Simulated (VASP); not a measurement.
# Ag (Pm-3m) in VASP: relaxation of cell and atoms with PBE+D3(BJ)

Aim: the relaxation of cell and atoms of Ag with PBE+D3(BJ).

All numbers are computed with VASP 6.6.1; they aren't measurements. Logs are shortened: lines on timing, memory, paths and dates and some standing lists are left out, and cuts for length are marked.

### 1 The cell of the first run

It takes space group Pm-3m (No. 221, cubic). Conventional cell: a = 2.708 Å, b = 2.708 Å, c = 2.708 Å, α = 90.00°, β = 90.00°, γ = 90.00°. Within 3.6 Å of Ag (site symmetry m-3m) lie 6 Ag at 2.71 Å.

### 2 Relaxation of cell and atoms, PBE+D3(BJ)

Input file INCAR:

```
PREC = Accurate ; ENCUT = 600
EDIFF = 1E-6 ; ISMEAR = 0
SIGMA = 0.1 ; LREAL = False
LASPH = True ; NELM = 60
ALGO = Fast ; ISIF = 3
LWAVE = False ; LCHARG = False
GGA = PE ; IVDW = 12
IBRION = 2 ; NSW = 100
EDIFFG = -0.01
```

Input file KPOINTS:

```
regular mesh
0
Gamma
  20 20 20
```

Input file POSCAR:

```
Ag
1.0
    2.7077084591      0.0000000000      0.0000000000
    0.0000000000      2.7077084591      0.0000000000
    0.0000000000      0.0000000000      2.7077084591
Ag
1
Direct
    0.5000000000      0.5000000000      0.5000000000
```

Potentials or basis: VASP PAW PBE potentials, release 64 (Ag).

Command:

```sh
> cat potpaw_PBE.64/Ag/POTCAR > POTCAR
> mpirun -np 1 vasp_std > vasp.out
```

OUTCAR:

```text
PREC = Accurate
   ENCUT = 600
   EDIFF = 1E-6
   ISMEAR = 0
   LREAL = False
   LASPH = True
   NELM = 60
   ISIF = 3
   GGA = PE
   IVDW = 12
   IBRION = 2
   NSW = 100
   EDIFFG = -0.01
 IVDW          = 12

 ion  position               nearest neighbor table
   1  0.500  0.500  0.500-

  LATTYP: Found a simple cubic cell.
 ALAT       =     2.7077084591

  Lattice vectors:

 A1 = (   2.7077084591,   0.0000000000,   0.0000000000)
 A2 = (   0.0000000000,   2.7077084591,   0.0000000000)
 A3 = (   0.0000000000,   0.0000000000,   2.7077084591)

Analysis of symmetry for initial positions (statically):
=====================================================================
 Subroutine PRICEL returns:
 Original cell was already a primitive cell.

 Routine SETGRP: Setting up the symmetry group for a
 simple cubic supercell.

 Subroutine GETGRP returns: Found 48 space group operations
 (whereof 48 operations were pure point group operations)
 out of a pool of 48 trial point group operations.

The static configuration has the point symmetry O_h .

Analysis of symmetry for dynamics (positions and initial velocities):
=====================================================================
 Subroutine PRICEL returns:
 Original cell was already a primitive cell.

 Routine SETGRP: Setting up the symmetry group for a
 simple cubic supercell.

 Subroutine GETGRP returns: Found 48 space group operations
 (whereof 48 operations were pure point group operations)
 out of a pool of 48 trial point group operations.

The dynamic configuration has the point symmetry O_h .

 Subroutine INISYM returns: Found 48 space group operations
 (whereof 48 operations are pure point group operations),
 and found     1 'primitive' translations

----------------------------------------------------------------------------------------

                                     Primitive cell

  volume of cell :      19.8521

  direct lattice vectors                    reciprocal lattice vectors
     2.707708459  0.000000000  0.000000000     0.369315979  0.000000000  0.000000000
     0.000000000  2.707708459  0.000000000     0.000000000  0.369315979  0.000000000
     0.000000000  0.000000000  2.707708459     0.000000000  0.000000000  0.369315979

  length of vectors
     2.707708459  2.707708459  2.707708459     0.369315979  0.369315979  0.369315979

  position of ions in fractional coordinates (direct lattice)
     0.500000000  0.500000000  0.500000000

  ion indices of the primitive-cell ions
   primitive index   ion index
                 1           1

----------------------------------------------------------------------------------------

 KPOINTS: regular mesh

Automatic generation of k-mesh.
 Grid dimensions read from file:
 generate k-points for:   20   20   20

 Generating k-lattice:

  Cartesian coordinates                     Fractional coordinates (reciprocal lattice)
     0.018465799  0.000000000  0.000000000     0.050000000  0.000000000  0.000000000
     0.000000000  0.018465799  0.000000000     0.000000000  0.050000000  0.000000000
     0.000000000  0.000000000  0.018465799     0.000000000  0.000000000  0.050000000

  Length of vectors
     0.018465799  0.018465799  0.018465799

  Shift w.r.t. Gamma in fractional coordinates (k-lattice)
     0.000000000  0.000000000  0.000000000

 Subroutine IBZKPT returns following result:
 ===========================================

 Found    286 irreducible k-points:

 Following reciprocal coordinates:
            Coordinates               Weight
  0.000000  0.000000  0.000000      1.000000
  0.050000  0.000000  0.000000      6.000000
  0.100000  0.000000  0.000000      6.000000
  0.150000  0.000000  0.000000      6.000000
  0.200000  0.000000  0.000000      6.000000
  0.250000  0.000000  0.000000      6.000000
[... 16 lines left out ...]
  0.150000  0.100000  0.000000     24.000000
  0.200000  0.100000  0.000000     24.000000
 [... further k-points ...]
   k-points           NKPTS =    286   k-points in BZ     NKDIM =    286   number of bands    NBANDS=      9
   number of dos      NEDOS =    301   number of ions     NIONS =      1
   total plane-waves  NPLWV =  13824
   dimension x,y,z NGX =    24 NGY =   24 NGZ =   24
   dimension x,y,z NGXF=    48 NGYF=   48 NGZF=   48
   ions per type =               1
   NGX,Y,Z   is equivalent  to a cutoff of  14.74, 14.74, 14.74 a.u.
   NGXF,Y,Z  is equivalent  to a cutoff of  29.47, 29.47, 29.47 a.u.
 SYSTEM =  unknown system
   PREC   = accura    normal or accurate (medium, high low for compatibility)
   ISTART =      0    job   : 0-new  1-cont  2-samecut
   ICHARG =      2    charge: 1-file 2-atom 10-const
   ISPIN  =      1    spin polarized calculation?
   LNONCOLLINEAR =      F non collinear calculations
   LSORBIT =      F    spin-orbit coupling
   LASPH  =      T    aspherical Exc in radial PAW
   ENCUT  =  600.0 eV  44.10 Ry    6.64 a.u.   5.41  5.41  5.41*2*pi/ulx,y,z
   NELM   =     60;   NELMIN=  2; NELMDL= -5     # of ELM steps
   EDIFF  = 0.1E-05   stopping-criterion for ELM
   LREAL  =      F    real-space projection
   EDIFFG = -.1E-01   stopping-criterion for IOM
   NSW    =    100    number of steps for IOM
   IBRION =      2    ionic relax: 0-MD 1-quasi-New 2-CG
   NFREE  =      1    steps in history (QN), initial steepest desc. (CG)
   ISIF   =      3    stress and relaxation
   ISYM   =      2    0-nonsym 1-usesym 2-fastsym
   POTIM  = 0.5000    time-step for ionic-motion
   TEBEG  =    0.0;   TEEND  =   0.0 temperature during run
   PSTRESS=    0.0 pullay stress
   NELECT =      11.0000    total number of electrons
   NUPDOWN=      -1.0000    fix difference up-down
   EMIN   =  10.00;   EMAX   =-10.00  energy-range for DOS
   EFERMI =   0.00;   METHOD = LEGACY
   ISMEAR =     0;   SIGMA  =   0.10  broadening in eV -4-tet -1-fermi 0-gaus
   EFERMI_NEDOS =   21; number of points for ismear=-14 and -15
   IALGO  =     68    algorithm
   IMIX   =      4    mixing-type and parameters
     AMIX     =   0.40;   BMIX     =  1.00
     AMIX_MAG =   1.60;   BMIX_MAG =  1.00
  volume/ion in A,a.u.               =      19.85       133.97
  Fermi-wavevector in a.u.,A,eV,Ry     =   1.344633  2.540988 24.599856  1.808038
  Thomas-Fermi vector in A             =   2.472611
   LORBIT       =      0    0 simple, 1 ext, 2 COOP (PROOUT), +10 PAW based schemes
   GGA     = PE    functional components
   LHFCALC =     F    Hartree Fock is set to
   AEXX    =    0.0000 exact exchange contribution
   IVDW    =    12    specifies the selected vdW correction
   LEPSILON=     F    determine dielectric tensor
   LRPA    =     F    only Hartree local field effects (RPA)
 conjugate gradient relaxation of ions
 non-spin polarized calculation
 RMM-DIIS sequential band-by-band and
 Gauss-broadening in eV      SIGMA  =   0.10
  energy-cutoff  :      600.00
  volume of cell :       19.85
 maximum number of plane-waves:       691
 NGX is ok and might be reduce to    24
   NGX = 11   NGY = 11   NGZ = 11

--------------------------------------- Ionic step        1  -------------------------------------------

 number of electron      11.0000000 magnetization

 Free energy of the ion-electron system (eV)
  ---------------------------------------------------
  ext. energy  EPLUGINS =         0.00000000
  ---------------------------------------------------
  free energy    TOTEN  =        -2.37806258 eV

  energy without entropy =       -2.37684333  energy(sigma->0) =       -2.37745296

------------------------ aborting loop because EDIFF is reached ----------------------------------------

 Edisp (eV)   -0.51073

 E8    (eV) :    -0.2253

  FORCE on cell =-STRESS in cart. coord.  units (eV):
  Direction    XX          YY          ZZ          XY          YZ          ZX
  --------------------------------------------------------------------------------------
  -------------------------------------------------------------------------------------
  Total      -0.08304    -0.08304    -0.08304    -0.00000     0.00000     0.00000
  in kB      -6.70151    -6.70151    -6.70151    -0.00000     0.00000     0.00000
  external pressure =       -6.70 kB  Pullay stress =        0.00 kB
[... 59 lines left out ...]
  energy  without entropy=       -2.8880279463  energy(sigma->0) =       -2.88859888

--------------------------------------- Ionic step        3  -------------------------------------------

 number of electron      11.0000001 magnetization

 Free energy of the ion-electron system (eV)
  ---------------------------------------------------
  ext. energy  EPLUGINS =         0.00000000
  ---------------------------------------------------
  free energy    TOTEN  =        -2.37356218 eV

  energy without entropy =       -2.37240528  energy(sigma->0) =       -2.37298373

 E-fermi :   6.5748     XC(G=0): -11.2859

 val. band max:        6.4951899985   @ k =   0.5000   0.1000   0.0500
 cond. band min:       6.5860721186   @ k =   0.4500   0.1500   0.1000
 fundamental gap:      0.0908821201
 Fermi energy:         6.5748258301

 k-point     1 :       0.0000    0.0000    0.0000
  band No.  band energies     occupation
      1      -0.1421      2.00000
      2       0.5755      2.00000
      3       0.5755      2.00000
      4       3.7566      2.00000
      5       3.7566      2.00000
      6       3.7566      2.00000
      7      20.8736      0.00000
      8      20.8736      0.00000
      9      20.8736      0.00000
[... 265 lines left out ...]
 k-point    24 :       0.2000    0.1000    0.0000
  band No.  band energies     occupation
      1       0.6406      2.00000
      2       0.8730      2.00000
      3       1.4806      2.00000
      4       3.2933      2.00000
      5       3.3837      2.00000
      6       3.6855      2.00000
      7      16.0836      0.00000
      8      20.0247      0.00000
      9      22.5680      0.00000

 [... further k-points ...]

------------------------ aborting loop because EDIFF is reached ----------------------------------------

 Edisp (eV)   -0.51565

 E8    (eV) :    -0.2274

  FORCE on cell =-STRESS in cart. coord.  units (eV):
  Direction    XX          YY          ZZ          XY          YZ          ZX
  --------------------------------------------------------------------------------------
  -------------------------------------------------------------------------------------
  Total       0.00413     0.00413     0.00413    -0.00000    -0.00000     0.00000
  in kB       0.33670     0.33670     0.33670    -0.00000    -0.00000     0.00000
  external pressure =        0.34 kB  Pullay stress =        0.00 kB
[... 16 lines left out ...]
  FREE ENERGIE OF THE ION-ELECTRON SYSTEM (eV)
  ---------------------------------------------------
  free  energy   TOTEN  =        -2.8892110038 eV

  energy  without entropy=       -2.8880541005  energy(sigma->0) =       -2.88863255

 reached required accuracy - stopping structural energy minimisation
```

It took 48 s on 1 thread of Intel Xeon Platinum 8259CL at 2.50GHz (Skylake/Cascade Lake), shared host; peak memory 0.21 GiB.

Results:

```
Free energy                            : -2.8892 eV
Relaxed volume                         : 19.66 Å³/atom
Relaxed cell                           : a = 2.699 Å, b = 2.699 Å, c = 2.699 Å, α = 90.00°, β = 90.00°, γ = 90.00°
Space group after relaxing (to 0.05 Å) : Pm-3m (No. 221)
Energy gained by relaxing              : 0.4 meV/atom
Ionic steps                            : 3
Pressure after relaxing                : 0.0 GPa
Dispersion energy per atom             : -0.516 eV
```

The path:
```tsv
step	energy change (eV)	largest force (eV/Å)	pressure (GPa)	volume (Å³)
1	0.0000	0.0000	-0.67	19.85
2	-0.0004	0.0000	0.19	19.61
3	-0.0004	0.0000	0.03	19.66
```

Final structure:
```yaml
crystal:
  lattice:
    - [2.69909, 0.00000, 0.00000]
    - [0.00000, 2.69909, 0.00000]
    - [0.00000, 0.00000, 2.69909]
  atoms:
    - { symbol: Ag, position: [0.50000, 0.50000, 0.50000] }
```

Caveat: pairwise dispersion overbinds metals, which lowers pressure and volume.
